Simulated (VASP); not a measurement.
# Ga2O3 (Cmcm) in VASP: single point with r2SCAN

Aim: the single point of Ga2O3 with r2SCAN.

Everything below comes from runs of VASP 6.6.1. Logs are shortened: lines on timing, memory, paths and dates and some standing lists are left out, and cuts for length are marked.

## Step 1: The cell of the first run

The structure is orthorhombic, space group Cmcm (No. 63). The conventional cell has a = 2.773 Å, b = 9.240 Å, c = 7.197 Å, α = 90.00°, β = 90.00°, γ = 90.00°. Within 2.6 Å of Ga (site symmetry m2m) lie 8 O at 1.94 to 2.58 Å. Ga (site symmetry 2/m) has 6 O at 1.95 to 2.05 Å within 2.6 Å. Within 2.8 Å of O (site symmetry m) lie 5 Ga at 1.95 to 2.58 Å and 9 O at 2.50 to 2.77 Å. Within 2.8 Å of O (site symmetry m2m) lie 4 Ga at 1.94 to 2.05 Å and 8 O at 2.68 to 2.77 Å.

## Step 2: Single point, r2SCAN

The input, POSCAR:

```
Ga2O3
1.0
    1.3867400383     -4.6200514969      0.0000000000
    1.3867400383      4.6200514969      0.0000000000
    0.0000000000      0.0000000000      7.1967515757
Ga O
4 6
Direct
    0.2470095454      0.7529904546      0.7500000000
    0.7529904546      0.2470095454      0.2500000000
    0.0000000000      0.0000000000      0.0000000000
    0.0000000000      0.0000000000      0.5000000000
    0.3632528224      0.6367471776      0.4239322868
    0.6367471776      0.3632528224      0.5760677132
    0.6367471776      0.3632528224      0.9239322868
    0.3632528224      0.6367471776      0.0760677132
    0.1067657341      0.8932342659      0.2500000000
    0.8932342659      0.1067657341      0.7500000000
```

The input, INCAR.step1:

```
PREC = Accurate
ENCUT = 520
ISMEAR = 0
SIGMA = 0.05
LREAL = F
LASPH = T
NELM = 80
NBANDS = 55
GGA = PE
ALGO = Normal
EDIFF = 1E-4
LWAVE = T
LCHARG = F
```

The input, INCAR.step2:

```
PREC = Accurate
ENCUT = 520
EDIFF = 1E-6
ISMEAR = 0
SIGMA = 0.05
LREAL = F
LASPH = T
NELM = 80
ALGO = Normal
ISIF = 2
LWAVE = F
LCHARG = T
METAGGA = R2SCAN
LMIXTAU = T
LELF = T
LVHAR = T
NBANDS = 55
ISTART = 1
```

The input, KPOINTS:

```
Automatic mesh
0
Gamma
  8 8 4
```

Potentials or basis: VASP PAW PBE potentials, release 64 (Ga_d, O).

Run with:

```bash
cat potpaw_PBE.64/Ga_d/POTCAR potpaw_PBE.64/O/POTCAR > POTCAR
cp INCAR.step1 INCAR
mpirun -np 1 vasp_std > vasp.out
cp INCAR.step2 INCAR
mpirun -np 1 vasp_std > vasp.out
```

OUTCAR:

```text
PREC = Accurate
   ENCUT = 520
   EDIFF = 1E-6
   ISMEAR = 0
   LREAL = F
   LASPH = T
   NELM = 80
   ISIF = 2
   METAGGA = R2SCAN
   ISTART = 1

 ion  position               nearest neighbor table
   1  0.247  0.753  0.750-  10 1.94  10 1.94   7 2.13   6 2.13   6 2.13   7 2.13   4 2.91   3 2.91

   2  0.753  0.247  0.250-   9 1.94   9 1.94   5 2.13   5 2.13   8 2.13   8 2.13   4 2.91   3 2.91

   3  0.000  0.000  0.000-   7 1.95   8 1.95   7 1.95   8 1.95   9 2.05  10 2.05   1 2.91   2 2.91

   4  0.000  0.000  0.500-   6 1.95   5 1.95   6 1.95   5 1.95   9 2.05  10 2.05   1 2.91   2 2.91

   5  0.363  0.637  0.424-   4 1.95   4 1.95   2 2.13   2 2.13
   6  0.637  0.363  0.576-   4 1.95   4 1.95   1 2.13   1 2.13
   7  0.637  0.363  0.924-   3 1.95   3 1.95   1 2.13   1 2.13
   8  0.363  0.637  0.076-   3 1.95   3 1.95   2 2.13   2 2.13
   9  0.107  0.893  0.250-   2 1.94   2 1.94   4 2.05   3 2.05
  10  0.893  0.107  0.750-   1 1.94   1 1.94   4 2.05   3 2.05

  LATTYP: Found a base centered orthorhombic cell.
 ALAT       =     2.7734800766
 B/A-ratio  =     3.3315916245
 C/A-ratio  =     2.5948452403

  Lattice vectors:

 A1 = (   1.3867400383,  -4.6200514969,   0.0000000000)
 A2 = (   1.3867400383,   4.6200514969,   0.0000000000)
 A3 = (   0.0000000000,   0.0000000000,   7.1967515757)

Analysis of symmetry for initial positions (statically):
=====================================================================
 Subroutine PRICEL returns:
 Original cell was already a primitive cell.

 Routine SETGRP: Setting up the symmetry group for a
 base centered orthorhombic supercell.

 Subroutine GETGRP returns: Found  8 space group operations
 (whereof  4 operations were pure point group operations)
 out of a pool of  8 trial point group operations.

The static configuration has the point symmetry C_2h.
 The point group associated with its full space group is D_2h.

Analysis of symmetry for dynamics (positions and initial velocities):
=====================================================================
 Subroutine PRICEL returns:
 Original cell was already a primitive cell.

 Routine SETGRP: Setting up the symmetry group for a
 base centered orthorhombic supercell.

 Subroutine GETGRP returns: Found  8 space group operations
 (whereof  4 operations were pure point group operations)
 out of a pool of  8 trial point group operations.

The dynamic configuration has the point symmetry C_2h.
 The point group associated with its full space group is D_2h.

 Subroutine INISYM returns: Found  8 space group operations
 (whereof  4 operations are pure point group operations),
 and found     1 'primitive' translations

----------------------------------------------------------------------------------------

                                     Primitive cell

  volume of cell :      92.2164

  direct lattice vectors                    reciprocal lattice vectors
     1.386740038 -4.620051497  0.000000000     0.360557845 -0.108223902  0.000000000
     1.386740038  4.620051497  0.000000000     0.360557845  0.108223902  0.000000000
     0.000000000  0.000000000  7.196751576     0.000000000  0.000000000  0.138951580

  length of vectors
     4.823683631  4.823683631  7.196751576     0.376449695  0.376449695  0.138951580

  position of ions in fractional coordinates (direct lattice)
     0.247009545  0.752990455  0.750000000
     0.752990455  0.247009545  0.250000000
     0.000000000  0.000000000  0.000000000
     0.000000000  0.000000000  0.500000000
     0.363252822  0.636747178  0.423932287
     0.636747178  0.363252822  0.576067713
     0.636747178  0.363252822  0.923932287
     0.363252822  0.636747178  0.076067713
     0.106765734  0.893234266  0.250000000
     0.893234266  0.106765734  0.750000000

  ion indices of the primitive-cell ions
   primitive index   ion index
                 1           1
                 2           2
                 3           3
                 4           4
                 5           5
                 6           6
                 7           7
                 8           8
                 9           9
                10          10

----------------------------------------------------------------------------------------

 KPOINTS: Automatic mesh

Automatic generation of k-mesh.
 Grid dimensions read from file:
 generate k-points for:    8    8    4

 Generating k-lattice:

  Cartesian coordinates                     Fractional coordinates (reciprocal lattice)
     0.045069731 -0.013527988  0.000000000     0.125000000  0.000000000  0.000000000
     0.045069731  0.013527988  0.000000000     0.000000000  0.125000000  0.000000000
     0.000000000  0.000000000  0.034737895     0.000000000  0.000000000  0.250000000

  Length of vectors
     0.047056212  0.047056212  0.034737895

  Shift w.r.t. Gamma in fractional coordinates (k-lattice)
     0.000000000  0.000000000  0.000000000

 Subroutine IBZKPT returns following result:
 ===========================================

 Found     63 irreducible k-points:

 Following reciprocal coordinates:
            Coordinates               Weight
  0.000000  0.000000  0.000000      1.000000
  0.125000  0.000000  0.000000      4.000000
  0.250000  0.000000  0.000000      4.000000
  0.375000 -0.000000  0.000000      4.000000
  0.500000  0.000000  0.000000      2.000000
  0.125000  0.125000  0.000000      2.000000
[... 16 lines left out ...]
  0.125000  0.000000  0.250000      8.000000
  0.250000  0.000000  0.250000      8.000000
 [... further k-points ...]
   k-points           NKPTS =     63   k-points in BZ     NKDIM =     63   number of bands    NBANDS=     55
   number of dos      NEDOS =    301   number of ions     NIONS =     10
   total plane-waves  NPLWV =  69984
   dimension x,y,z NGX =    36 NGY =   36 NGZ =   54
   dimension x,y,z NGXF=    72 NGYF=   72 NGZF=  108
   ions per type =               4   6
   NGX,Y,Z   is equivalent  to a cutoff of  12.41, 12.41, 12.47 a.u.
   NGXF,Y,Z  is equivalent  to a cutoff of  24.81, 24.81, 24.95 a.u.
 SYSTEM =  unknown system
   PREC   = accura    normal or accurate (medium, high low for compatibility)
   ISTART =      1    job   : 0-new  1-cont  2-samecut
   ICHARG =      0    charge: 1-file 2-atom 10-const
   ISPIN  =      1    spin polarized calculation?
   LNONCOLLINEAR =      F non collinear calculations
   LSORBIT =      F    spin-orbit coupling
   LASPH  =      T    aspherical Exc in radial PAW
   ENCUT  =  520.0 eV  38.22 Ry    6.18 a.u.   8.97  8.97 13.38*2*pi/ulx,y,z
   NELM   =     80;   NELMIN=  2; NELMDL=  0     # of ELM steps
   EDIFF  = 0.1E-05   stopping-criterion for ELM
   LREAL  =      F    real-space projection
   EDIFFG = 0.1E-04   stopping-criterion for IOM
   NSW    =      0    number of steps for IOM
   IBRION =     -1    ionic relax: 0-MD 1-quasi-New 2-CG
   NFREE  =      0    steps in history (QN), initial steepest desc. (CG)
   ISIF   =      2    stress and relaxation
   ISYM   =      2    0-nonsym 1-usesym 2-fastsym
   POTIM  = 0.5000    time-step for ionic-motion
   TEBEG  =    0.0;   TEEND  =   0.0 temperature during run
   PSTRESS=    0.0 pullay stress
   NELECT =      88.0000    total number of electrons
   NUPDOWN=      -1.0000    fix difference up-down
   EMIN   =  10.00;   EMAX   =-10.00  energy-range for DOS
   EFERMI =   0.00;   METHOD = LEGACY
   ISMEAR =     0;   SIGMA  =   0.05  broadening in eV -4-tet -1-fermi 0-gaus
   EFERMI_NEDOS =   21; number of points for ismear=-14 and -15
   IALGO  =     38    algorithm
   IMIX   =      4    mixing-type and parameters
     AMIX     =   0.40;   BMIX     =  1.00
     AMIX_MAG =   1.60;   BMIX_MAG =  1.00
  volume/ion in A,a.u.               =       9.22        62.23
  Fermi-wavevector in a.u.,A,eV,Ry     =   1.611757  3.045779 35.344684  2.597761
  Thomas-Fermi vector in A             =   2.707096
   LORBIT       =      0    0 simple, 1 ext, 2 COOP (PROOUT), +10 PAW based schemes
   METAGGA = R2SCAN    functional components
   LHFCALC =     F    Hartree Fock is set to
   AEXX    =    0.0000 exact exchange contribution
   IVDW    =     0    specifies the selected vdW correction
   LEPSILON=     F    determine dielectric tensor
   LRPA    =     F    only Hartree local field effects (RPA)
 non-spin polarized calculation
 Gauss-broadening in eV      SIGMA  =   0.05
  energy-cutoff  :      520.00
  volume of cell :       92.22
 maximum number of plane-waves:      2504
   NGX = 17   NGY = 17   NGZ = 27

 number of electron      87.9999990 magnetization

 Free energy of the ion-electron system (eV)
  ---------------------------------------------------
  ext. energy  EPLUGINS =         0.00000000
  ---------------------------------------------------
  free energy    TOTEN  =       -99.69985546 eV

  energy without entropy =      -99.69985546  energy(sigma->0) =      -99.69985546

 E-fermi :   5.6323     XC(G=0): -13.5564

 val. band max:        5.3745615866   @ k =   0.1250   0.0000   0.0000
 cond. band min:       7.6865917681   @ k =   0.0000   0.0000   0.0000
 fundamental gap:      2.3120301814
 Fermi energy:         5.6322543158

 k-point     1 :       0.0000    0.0000    0.0000
  band No.  band energies     occupation
      1     -15.3254      2.00000
      2     -14.0648      2.00000
      3     -14.0026      2.00000
      4     -13.2667      2.00000
      5     -13.2332      2.00000
      6     -12.7001      2.00000
[... 47 lines left out ...]
     54      17.0034      0.00000
     55      18.8681      0.00000

 k-point     2 :       0.1250    0.0000    0.0000
  band No.  band energies     occupation
      1     -15.1419      2.00000
      2     -13.9703      2.00000
      3     -13.8555      2.00000
      4     -13.2657      2.00000
      5     -13.2321      2.00000
      6     -12.7238      2.00000
[... 47 lines left out ...]
     54      17.3105      0.00000
     55      18.8739      0.00000
[... 1216 lines left out ...]
     54      17.2457      0.00000
     55      18.7415      0.00000

 k-point    24 :       0.2500    0.0000    0.2500
  band No.  band energies     occupation
      1     -14.5647      2.00000
      2     -14.0006      2.00000
      3     -13.3730      2.00000
      4     -13.2394      2.00000
      5     -13.1387      2.00000
      6     -12.8124      2.00000
[... 47 lines left out ...]
     54      17.6649      0.00000
     55      18.3019      0.00000

 [... further k-points ...]

------------------------ aborting loop because EDIFF is reached ----------------------------------------

  FORCE on cell =-STRESS in cart. coord.  units (eV):
  Direction    XX          YY          ZZ          XY          YZ          ZX
  --------------------------------------------------------------------------------------
  -------------------------------------------------------------------------------------
  Total        1.4400188      1.2072072      0.4164503      0.0000000      0.0000000      0.0000000
  in kB       25.0190241     20.9741336      7.2354469      0.0000000      0.0000000      0.0000000
  external PRESSURE =      17.7428682 kB  Pullay stress =       0.0000000 kB

 VOLUME and BASIS-vectors are now :
 -----------------------------------------------------------------------------
  energy-cutoff  :      520.00
  volume of cell :       92.22
      direct lattice vectors                 reciprocal lattice vectors
     1.386740038 -4.620051497  0.000000000     0.360557845 -0.108223902  0.000000000
     1.386740038  4.620051497  0.000000000     0.360557845  0.108223902  0.000000000
     0.000000000  0.000000000  7.196751576     0.000000000  0.000000000  0.138951580

 POSITION                                       TOTAL-FORCE (eV/Angst)
 -----------------------------------------------------------------------------------
      1.38674      2.33766      5.39756         0.000000      0.061428      0.000000
      1.38674     -2.33766      1.79919         0.000000     -0.061428      0.000000
      0.00000      0.00000      0.00000        -0.000000     -0.000000      0.000000
      0.00000      0.00000      3.59838         0.000000      0.000000      0.000000
      1.38674      1.26356      3.05094         0.000000      0.083207     -0.021422
      1.38674     -1.26356      4.14582         0.000000     -0.083207      0.021422
      1.38674     -1.26356      6.64931         0.000000     -0.083207     -0.021422
      1.38674      1.26356      0.54744         0.000000      0.083207      0.021422
      1.38674      3.63353      1.79919         0.000000      0.108662      0.000000
      1.38674     -3.63353      5.39756         0.000000     -0.108662      0.000000
 -----------------------------------------------------------------------------------
    total drift:                               -0.000000      0.000000      0.000000

  FREE ENERGIE OF THE ION-ELECTRON SYSTEM (eV)
  ---------------------------------------------------
  free  energy   TOTEN  =       -99.6998554648 eV

  energy  without entropy=      -99.6998554648  energy(sigma->0) =      -99.69985546
```

Run time: 16 min. Hardware: 1 thread of Intel Xeon Platinum 8488C (Sapphire Rapids), shared host; peak memory 0.42 GiB.

Results:

| Property | Result |
| --- | --- |
| Free energy | -99.6999 eV |
| Pressure | 1.8 GPa |
| Largest force | 0.109 eV/Å |
| Band gap on the k mesh | 2.31 eV (least direct gap 2.33 eV) |

Forces on the atoms (eV/Å):
```
Ga   0.000  0.061  0.000
Ga   0.000 -0.061  0.000
Ga   0.000  0.000  0.000
Ga   0.000  0.000  0.000
O    0.000  0.083 -0.021
O    0.000 -0.083  0.021
O    0.000 -0.083 -0.021
O    0.000  0.083  0.021
O    0.000  0.109  0.000
O    0.000 -0.109  0.000
```

Stress tensor (GPa, compression positive):
```
2.50 0.00 0.00
0.00 2.10 0.00
0.00 0.00 0.72
```

Levels at points of the mesh, in eV from the valence-band top:
```
           k point  band 40  band 41  band 42  band 43  band 44  band 45  band 46  band 47  band 48  band 49
(0.00, 0.00, 0.00)    -0.94    -0.86    -0.86    -0.58    -0.02     2.31     5.14     7.09     8.40     9.09
(0.50, 0.00, 0.00)    -1.74    -1.11    -0.88    -0.81    -0.70     3.84     5.23     7.42     8.51     8.69
(0.50, 0.50, 0.00)    -0.85    -0.80    -0.59    -0.49    -0.38     4.84     5.01     6.27     7.16     8.19
(0.00, 0.00, 0.50)    -1.45    -0.87    -0.87    -0.82    -0.82     4.07     4.07     7.60     7.60     9.59
(0.50, 0.00, 0.50)    -2.15    -1.00    -1.00    -0.40    -0.40     4.91     4.91     7.59     7.59     9.07
(0.50, 0.50, 0.50)    -1.00    -0.75    -0.75    -0.67    -0.67     5.26     5.26     6.67     6.67     7.89
```

Caveat: the PAW data sets were made with another functional, which shifts forces and pressure a little. A k mesh can miss the band edges.
